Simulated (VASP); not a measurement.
# PrMgH (Pmmm) in VASP: relaxation of cell and atoms with PBE

Aim: the relaxation of cell and atoms of PrMgH with PBE.

All numbers are computed with VASP 6.6.1; they aren't measurements. Logs are shortened: lines on timing, memory, paths and dates and some standing lists are left out, and cuts for length are marked.

## 1. The cell of the first run

Symmetry: Pmmm, No. 47, orthorhombic system. The conventional cell has a = 3.566 Å, b = 3.604 Å, c = 10.684 Å, α = 90.00°, β = 90.00°, γ = 90.00°. Within 4.7 Å of Pr (site symmetry mmm) lie 4 Mg at 3.45 Å and 4 Pr at 3.57 to 3.60 Å and 8 H at 4.66 Å. Pr (site symmetry mmm) has 4 H at 2.30 Å within 3.0 Å. Within 2.7 Å of Mg (site symmetry mm2) lie 2 H at 2.03 Å. Within 2.7 Å of H (site symmetry mm2) lie 2 Mg at 2.03 Å and 2 Pr at 2.30 Å.

The cell was generated, and may not be a known phase.

## 2. Relaxation of cell and atoms, PBE

Input file INCAR:

```
SYSTEM = PrMgH
PREC = Accurate
ENCUT = 600
EDIFF = 1E-7
ISMEAR = 0
SIGMA = 0.1
LREAL = .FALSE.
LASPH = .TRUE.
NELM = 200
ALGO = Normal
ISIF = 3
LWAVE = .FALSE.
LCHARG = .FALSE.
GGA = PE
IBRION = 2
NSW = 100
EDIFFG = -0.01
GGA_COMPAT = .FALSE.
NELMIN = 4
LMAXMIX = 6
```

Input file KPOINTS:

```
regular mesh
0
G
  10 10 4
  0 0 0
```

Input file POSCAR:

```
PrMgH
1.0
    3.5659376983      0.0000000000      0.0000000000
    0.0000000000      3.6042012826      0.0000000000
    0.0000000000      0.0000000000     10.6835262490
Pr Mg H
2 2 2
Direct
    0.0000000000      0.0000000000      0.0000000000
    0.5000000000      0.0000000000      0.5000000000
    0.0000000000      0.5000000000      0.2752867063
    0.0000000000      0.5000000000      0.7247132937
    0.5000000000      0.5000000000      0.3661470898
    0.5000000000      0.5000000000      0.6338529102
```

Potentials or basis: VASP PAW PBE potentials, release 64 (Pr_3, Mg, H), 4f in core.

Launch:

```bash
> cat potpaw_PBE.64/Pr_3/POTCAR potpaw_PBE.64/Mg/POTCAR potpaw_PBE.64/H/POTCAR > POTCAR
> mpirun -np 1 vasp_std > vasp.out
```

OUTCAR:

```text
SYSTEM = PrMgH
   PREC = Accurate
   ENCUT = 600
   EDIFF = 1E-7
   ISMEAR = 0
   LREAL = .FALSE.
   LASPH = .TRUE.
   NELM = 200
   ISIF = 3
   GGA = PE
   IBRION = 2
   NSW = 100
   EDIFFG = -0.01
   NELMIN = 4

 ion  position               nearest neighbor table
   1  0.000  0.000  0.000-   3 3.45   4 3.45   3 3.45   4 3.45
   2  0.500  0.000  0.500-   5 2.30   6 2.30   5 2.30   6 2.30   3 3.49   4 3.49   3 3.49   4 3.49
                             3 3.49   4 3.49   3 3.49   4 3.49
   3  0.000  0.500  0.275-   5 2.03   5 2.03   1 3.45   1 3.45   2 3.49   2 3.49   2 3.49   2 3.49

   4  0.000  0.500  0.725-   6 2.03   6 2.03   1 3.45   1 3.45   2 3.49   2 3.49   2 3.49   2 3.49

   5  0.500  0.500  0.366-   3 2.03   3 2.03   2 2.30   2 2.30
   6  0.500  0.500  0.634-   4 2.03   4 2.03   2 2.30   2 2.30

  LATTYP: Found a simple orthorhombic cell.
 ALAT       =     3.5659376983
 B/A-ratio  =     1.0107303008
 C/A-ratio  =     2.9959935234

  Lattice vectors:

 A1 = (   3.5659376983,   0.0000000000,   0.0000000000)
 A2 = (   0.0000000000,   3.6042012826,   0.0000000000)
 A3 = (   0.0000000000,   0.0000000000,  10.6835262490)

Analysis of symmetry for initial positions (statically):
=====================================================================
 Subroutine PRICEL returns:
 Original cell was already a primitive cell.

 Routine SETGRP: Setting up the symmetry group for a
 simple orthorhombic supercell.

 Subroutine GETGRP returns: Found  8 space group operations
 (whereof  8 operations were pure point group operations)
 out of a pool of  8 trial point group operations.

The static configuration has the point symmetry D_2h.

Analysis of symmetry for dynamics (positions and initial velocities):
=====================================================================
 Subroutine PRICEL returns:
 Original cell was already a primitive cell.

 Routine SETGRP: Setting up the symmetry group for a
 simple orthorhombic supercell.

 Subroutine GETGRP returns: Found  8 space group operations
 (whereof  8 operations were pure point group operations)
 out of a pool of  8 trial point group operations.

The dynamic configuration has the point symmetry D_2h.

 Subroutine INISYM returns: Found  8 space group operations
 (whereof  8 operations are pure point group operations),
 and found     1 'primitive' translations

----------------------------------------------------------------------------------------

                                     Primitive cell

  volume of cell :     137.3085

  direct lattice vectors                    reciprocal lattice vectors
     3.565937698  0.000000000  0.000000000     0.280431147  0.000000000  0.000000000
     0.000000000  3.604201283  0.000000000     0.000000000  0.277453983  0.000000000
     0.000000000  0.000000000 10.683526249     0.000000000  0.000000000  0.093602054

  length of vectors
     3.565937698  3.604201283 10.683526249     0.280431147  0.277453983  0.093602054

  position of ions in fractional coordinates (direct lattice)
     0.000000000  0.000000000  0.000000000
     0.500000000  0.000000000  0.500000000
     0.000000000  0.500000000  0.275286706
     0.000000000  0.500000000  0.724713294
     0.500000000  0.500000000  0.366147090
     0.500000000  0.500000000  0.633852910

  ion indices of the primitive-cell ions
   primitive index   ion index
                 1           1
                 2           2
                 3           3
                 4           4
                 5           5
                 6           6

----------------------------------------------------------------------------------------

 KPOINTS: regular mesh

Automatic generation of k-mesh.
 Grid dimensions read from file:
 generate k-points for:   10   10    4

 Generating k-lattice:

  Cartesian coordinates                     Fractional coordinates (reciprocal lattice)
     0.028043115  0.000000000  0.000000000     0.100000000  0.000000000  0.000000000
     0.000000000  0.027745398  0.000000000     0.000000000  0.100000000  0.000000000
     0.000000000  0.000000000  0.023400513     0.000000000  0.000000000  0.250000000

  Length of vectors
     0.028043115  0.027745398  0.023400513

  Shift w.r.t. Gamma in fractional coordinates (k-lattice)
     0.000000000  0.000000000  0.000000000

 Subroutine IBZKPT returns following result:
 ===========================================

 Found    108 irreducible k-points:

 Following reciprocal coordinates:
            Coordinates               Weight
  0.000000  0.000000  0.000000      1.000000
  0.100000  0.000000  0.000000      2.000000
  0.200000  0.000000  0.000000      2.000000
  0.300000  0.000000  0.000000      2.000000
  0.400000  0.000000  0.000000      2.000000
  0.500000  0.000000  0.000000      1.000000
[... 16 lines left out ...]
  0.400000  0.300000  0.000000      4.000000
  0.500000  0.300000  0.000000      2.000000
 [... further k-points ...]
   k-points           NKPTS =    108   k-points in BZ     NKDIM =    108   number of bands    NBANDS=     18
   number of dos      NEDOS =    301   number of ions     NIONS =      6
   total plane-waves  NPLWV =  75600
   dimension x,y,z NGX =    28 NGY =   30 NGZ =   90
   dimension x,y,z NGXF=    56 NGYF=   60 NGZF=  180
   ions per type =               2   2   2
   NGX,Y,Z   is equivalent  to a cutoff of  13.05, 13.84, 14.00 a.u.
   NGXF,Y,Z  is equivalent  to a cutoff of  26.11, 27.68, 28.01 a.u.
 SYSTEM =  PrMgH
   PREC   = accura    normal or accurate (medium, high low for compatibility)
   ISTART =      0    job   : 0-new  1-cont  2-samecut
   ICHARG =      2    charge: 1-file 2-atom 10-const
   ISPIN  =      1    spin polarized calculation?
   LNONCOLLINEAR =      F non collinear calculations
   LSORBIT =      F    spin-orbit coupling
   LASPH  =      T    aspherical Exc in radial PAW
   ENCUT  =  600.0 eV  44.10 Ry    6.64 a.u.   7.12  7.20 21.34*2*pi/ulx,y,z
   NELM   =    200;   NELMIN=  4; NELMDL= -5     # of ELM steps
   EDIFF  = 0.1E-06   stopping-criterion for ELM
   LREAL  =      F    real-space projection
   EDIFFG = -.1E-01   stopping-criterion for IOM
   NSW    =    100    number of steps for IOM
   IBRION =      2    ionic relax: 0-MD 1-quasi-New 2-CG
   NFREE  =      1    steps in history (QN), initial steepest desc. (CG)
   ISIF   =      3    stress and relaxation
   ISYM   =      2    0-nonsym 1-usesym 2-fastsym
   POTIM  = 0.5000    time-step for ionic-motion
   TEBEG  =    0.0;   TEEND  =   0.0 temperature during run
   PSTRESS=    0.0 pullay stress
   NELECT =      28.0000    total number of electrons
   NUPDOWN=      -1.0000    fix difference up-down
   EMIN   =  10.00;   EMAX   =-10.00  energy-range for DOS
   EFERMI =   0.00;   METHOD = LEGACY
   ISMEAR =     0;   SIGMA  =   0.10  broadening in eV -4-tet -1-fermi 0-gaus
   EFERMI_NEDOS =   21; number of points for ismear=-14 and -15
   IALGO  =     38    algorithm
   IMIX   =      4    mixing-type and parameters
     AMIX     =   0.40;   BMIX     =  1.00
     AMIX_MAG =   1.60;   BMIX_MAG =  1.00
  volume/ion in A,a.u.               =      22.88       154.43
  Fermi-wavevector in a.u.,A,eV,Ry     =   0.963596  1.820933 12.633247  0.928517
  Thomas-Fermi vector in A             =   2.093155
   LORBIT       =      0    0 simple, 1 ext, 2 COOP (PROOUT), +10 PAW based schemes
   GGA     = PE    functional components
   LHFCALC =     F    Hartree Fock is set to
   AEXX    =    0.0000 exact exchange contribution
   IVDW    =     0    specifies the selected vdW correction
   LEPSILON=     F    determine dielectric tensor
   LRPA    =     F    only Hartree local field effects (RPA)
 conjugate gradient relaxation of ions
 non-spin polarized calculation
 Gauss-broadening in eV      SIGMA  =   0.10
  energy-cutoff  :      600.00
  volume of cell :      137.31
 maximum number of plane-waves:      4616
   NGX = 15   NGY = 15   NGZ = 43

--------------------------------------- Ionic step        1  -------------------------------------------

 number of electron      28.0000000 magnetization

 Free energy of the ion-electron system (eV)
  ---------------------------------------------------
  ext. energy  EPLUGINS =         0.00000000
  ---------------------------------------------------
  free energy    TOTEN  =       -19.53913727 eV

  energy without entropy =      -19.52046770  energy(sigma->0) =      -19.52980249

------------------------ aborting loop because EDIFF is reached ----------------------------------------

  FORCE on cell =-STRESS in cart. coord.  units (eV):
  Direction    XX          YY          ZZ          XY          YZ          ZX
  --------------------------------------------------------------------------------------
  -------------------------------------------------------------------------------------
  Total        0.1410860     -0.1626089     -0.0874274      0.0000000      0.0000000      0.0000000
  in kB        1.6462545     -1.8973943     -1.0201425      0.0000000      0.0000000      0.0000000
  external PRESSURE =      -0.4237607 kB  Pullay stress =       0.0000000 kB
[... 225 lines left out ...]
  energy  without entropy=      -19.5212950596  energy(sigma->0) =      -19.53062706

--------------------------------------- Ionic step        7  -------------------------------------------

 number of electron      28.0000000 magnetization

 Free energy of the ion-electron system (eV)
  ---------------------------------------------------
  ext. energy  EPLUGINS =         0.00000000
  ---------------------------------------------------
  free energy    TOTEN  =       -19.54004976 eV

  energy without entropy =      -19.52133761  energy(sigma->0) =      -19.53069368

 E-fermi :   2.2871     XC(G=0):  -8.7643

 val. band max:        2.2869293096   @ k =   0.2000   0.4000   0.2500
 cond. band min:       2.2983754692   @ k =   0.5000   0.2000   0.2500
 fundamental gap:      0.0114461596
 Fermi energy:         2.2870611028

 k-point     1 :       0.0000    0.0000    0.0000
  band No.  band energies     occupation
      1     -34.3383      2.00000
      2     -33.8149      2.00000
      3     -16.3029      2.00000
      4     -16.0319      2.00000
      5     -15.9436      2.00000
      6     -15.8741      2.00000
[... 10 lines left out ...]
     17       4.7938      0.00000
     18       5.0824      0.00000
[... 466 lines left out ...]
      2     -33.7026      2.00000
      3     -16.6210      2.00000
      4     -16.2888      2.00000
      5     -16.1538      2.00000
      6     -16.0770      2.00000
[... 10 lines left out ...]
     17       3.8350      0.00000
     18       4.3975      0.00000

 [... further k-points ...]

------------------------ aborting loop because EDIFF is reached ----------------------------------------

  FORCE on cell =-STRESS in cart. coord.  units (eV):
  Direction    XX          YY          ZZ          XY          YZ          ZX
  --------------------------------------------------------------------------------------
  -------------------------------------------------------------------------------------
  Total       -0.0077401      0.0120641      0.0041680      0.0000000      0.0000000      0.0000000
  in kB       -0.0902093      0.1406051      0.0485769      0.0000000      0.0000000      0.0000000
  external PRESSURE =       0.0329909 kB  Pullay stress =       0.0000000 kB
[... 21 lines left out ...]
  FREE ENERGIE OF THE ION-ELECTRON SYSTEM (eV)
  ---------------------------------------------------
  free  energy   TOTEN  =       -19.5400497554 eV

  energy  without entropy=      -19.5213376055  energy(sigma->0) =      -19.53069368

 reached required accuracy - stopping structural energy minimisation
```

It took 14 min on 1 thread of Intel Xeon Platinum 8559C (Emerald Rapids), shared host; peak memory 0.53 GiB.

What came out:

| Item | Value |
| --- | --- |
| Free energy | -19.5400 eV |
| Relaxed volume | 22.91 Å³/atom |
| Relaxed cell | a = 3.591 Å, b = 3.590 Å, c = 10.663 Å, α = 90.00°, β = 90.00°, γ = 90.00° |
| Space group after relaxing (to 0.1 Å) | Pmmm (No. 47) |
| Energy gained by relaxing | 0.2 meV/atom |
| Ionic steps | 7 |
| Pressure after relaxing | 0.0 GPa |
| Band gap on the k mesh | zero (bands 14 and 15 overlap by 0.70 eV) |

Forces on the atoms (eV/Å):
```
Pr   0.000  0.000  0.000
Pr   0.000  0.000  0.000
Mg   0.000  0.000  0.001
Mg   0.000  0.000 -0.001
H    0.000  0.000 -0.002
H    0.000  0.000  0.002
```

The path:
```tsv
step	energy change (eV)	largest force (eV/Å)	pressure (GPa)	volume (Å³)
1	0.0000	0.0067	-0.04	137.31
2	-0.0003	0.0114	0.01	137.19
3	-0.0004	0.0210	0.06	137.08
4	-0.0006	0.0191	0.02	137.24
5	-0.0007	0.0181	-0.06	137.63
6	-0.0008	0.0122	-0.04	137.57
7	-0.0009	0.0020	0.00	137.47
```

Final structure:
```
Pr Mg H
1.0
     3.59103    0.00000    0.00000
     0.00000    3.58995    0.00000
     0.00000    0.00000   10.66346
Pr Mg H
2 2 2
Direct
  0.00000 0.00000 0.00000
  0.50000 0.00000 0.50000
  0.00000 0.50000 0.27621
  0.00000 0.50000 0.72379
  0.50000 0.50000 0.36525
  0.50000 0.50000 0.63475
```

Caveat: spin-orbit coupling is left out, which moves the levels of the heavy elements; the 4f electrons are frozen in the core, so they carry no moment and show no levels. Spin polarisation is off, so any magnetic state and its effect on volume and gap are missing.
